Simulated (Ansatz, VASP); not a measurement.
# K: VASP beside Ansatz

```
K
1.0
     0.00000    4.96216    4.96216
     4.96216    0.00000    4.96216
     4.96216    4.96216    0.00000
K
2
Direct
  0.12500 0.12500 0.12500
  0.87500 0.87500 0.87500
```

Alike in both runs: functional revPBE; k mesh 6 × 6 × 6; occupations fermi-dirac, width 0.1 eV; no spin polarisation.

Ansatz relaxed the structure, and its values are those at the end. VASP's run is a single point on that final structure, the one shown.

```csv
,VASP,Ansatz
version,VASP 6.6.1,Ansatz 0.2.0
potentials or method,"VASP PAW PBE potentials, release 64 (K_sv), cutoff 520 eV","plane waves (420 eV) with PAW, scalar-relativistic"
valence electrons in the cell,18,18
```

|  | VASP | Ansatz | Ansatz less VASP |
| --- | --- | --- | --- |
| pressure (GPa) | 0.0 | 0.0 | +0.01 |

VASP's potentials were made for PBE, not for revPBE. The functional is the same, so the differences come from potentials, cutoffs and numerics.
